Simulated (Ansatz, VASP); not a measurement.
# TiO2: VASP beside Ansatz

```
CELL_PARAMETERS angstrom
4.75170 0.00000 0.00000
0.00000 4.75170 0.00000
0.00000 0.00000 2.72680
ATOMIC_POSITIONS crystal
Ti 0.00000 0.00000 0.00000
Ti 0.50000 0.50000 0.50000
O 0.30510 0.30510 0.00000
O 0.19490 0.80510 0.50000
O 0.69490 0.69490 0.00000
O 0.80510 0.19490 0.50000
```

Alike in both runs: task single point; functional PBE; k mesh 6 × 6 × 10; occupations gaussian, width 0.05 eV; no spin polarisation.

|  | VASP | Ansatz |
| --- | --- | --- |
| version | VASP 6.6.1 | Ansatz 0.2.0 |
| potentials or method | VASP PAW PBE potentials, release 64 (Ti_sv, O_h), cutoff 910 eV | scalar-relativistic, plane waves, PAW |
| valence electrons in the cell | 48 | 48 |

|  | VASP | Ansatz | Ansatz less VASP |
| --- | --- | --- | --- |
| gap on the k mesh at the Fermi level (eV) | 2.07 | 2.08 | +0.010 |
| least direct gap on the mesh (eV) | 2.08 | 2.08 | +0.006 |
| rms of the force components (eV/Å) | 0.220 | 0.200 | -0.0197 |

Atom by atom the forces differ by 0.020 eV/Å (rms over components).

Noted on VASP's run: the cutoff is short for stress, so the pressure is rough.
